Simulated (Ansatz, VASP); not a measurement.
**ZnS in VASP and in Ansatz**

```
Zn S
1.0
     0.00000    2.69410    2.69410
     2.69410    0.00000    2.69410
     2.69410    2.69410    0.00000
Zn S
1 1
Direct
  0.25000 0.25000 0.25000
  0.00000 0.00000 0.00000
```

Alike in both runs: task single point; functional r2SCANh; k mesh 6 × 6 × 6; no spin polarisation.

|  | VASP | Ansatz |
| --- | --- | --- |
| version | VASP 6.6.1 | Ansatz 0.2.0 |
| potentials or method | VASP PAW PBE potentials, release 64 (Zn, S) | plane waves, PAW |
| plane-wave cutoff (eV) | 520 | 500 |
| occupations | gaussian, width 0.01 eV | fixed |
| valence electrons in the cell | 18 | 18 |

```tsv
	VASP	Ansatz	Ansatz less VASP
gap on the k mesh at the Fermi level (eV)	3.39	3.37	-0.011
pressure (GPa)	0.1	0.1	+0.04
```

VASP's potentials were made for PBE, not for r2SCANh. Ansatz's warnings: stress exchange threshold loose, stress scf threshold loose.
